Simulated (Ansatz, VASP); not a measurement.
## One calculation of Sb, two programs

File POSCAR:

```
Sb
1.0
    3.8999238406      0.0000000000      0.0000000000
   -1.9499619203      3.3774331188      0.0000000000
    0.0000000000      0.0000000000     26.8552477996
Sb
2
Direct
    0.3333333333      0.6666666667      0.3135771594
    0.6666666667      0.3333333333      0.3763298576
```

INCAR.step1

```
ALGO = Normal
DIPOL = 0.5 0.5 0.345
EDIFF = 1E-4
ENCUT = 520
GGA = PE
IDIPOL = 3
ISMEAR = 0
LASPH = T
LCHARG = F
LDIPOL = T
LREAL = F
LWAVE = T
NBANDS = 12
NELM = 80
PREC = Accurate
SIGMA = 0.01
```

INCAR.step2

```
ALGO = Normal
DIPOL = 0.5 0.5 0.345
EDIFF = 1E-7
ENCUT = 520
IDIPOL = 3
ISIF = 2
ISMEAR = 0
ISTART = 1
LASPH = T
LCHARG = F
LDIPOL = T
LMIXTAU = T
LREAL = F
LWAVE = F
METAGGA = R2SCAN
NBANDS = 12
NELM = 80
PREC = Accurate
SIGMA = 0.01
```

KPOINTS

```
k-points
0
Gamma
  12 12 1
```

Input for Ansatz:

```yaml
crystal:
  lattice:
    - [3.8999238406, 0.0, 0.0]
    - [-1.9499619203, 3.3774331188, 0.0]
    - [0.0, 0.0, 26.8552477996]
  atoms:
    - { symbol: Sb, position: [0.3333333333, 0.6666666667, 0.3135771594] }
    - { symbol: Sb, position: [0.6666666667, 0.3333333333, 0.3763298576] }
  periodic: [true, true, false]
kpoints:
  mp_grid: { grid: [12, 12, 1] }
  band_path:
    path: [[0.0, 0.0, 0.0], [0.5, 0.0, 0.0], [0.3333333333, 0.3333333333, 0.0]]
    npoints: 1
hamiltonian:
  xc: r2scan
scf:
  occupations: { method: fixed }
  n_extra_bands: 4
output:
  forces: true
  stress: true
  eigenvalues: true
```

Change from the starting cell: hydrostatic strain -5.0%.

Alike in both runs: task single point; functional r2SCAN; k mesh 12 × 12 × 1; no spin polarisation.

```csv
,VASP,Ansatz
version,VASP 6.6.1,Ansatz 0.2.0
potentials or method,"VASP PAW PBE potentials, release 64 (Sb)","plane waves, PAW"
plane-wave cutoff (eV),520,500
occupations,"gaussian, width 0.01 eV",fixed
valence electrons in the cell,10,30
```

Ansatz gave:

```
gap on the k mesh at the Fermi level (eV) : 0.83
rms of the force components (eV/Å)        : 0.002
```

Q: What did VASP give for the same quantities?

A: gap on the k mesh at the Fermi level (eV): 0.86; rms of the force components (eV/Å): 0.068.

VASP's potentials were made for PBE, not for r2SCAN. Atom by atom the forces differ by 0.070 eV/Å (rms over components). VASP's potentials hold 10 valence electrons a cell and Ansatz's 30, so a difference there can come from the potentials and not from the codes.

Neither program's run includes spin-orbit coupling.
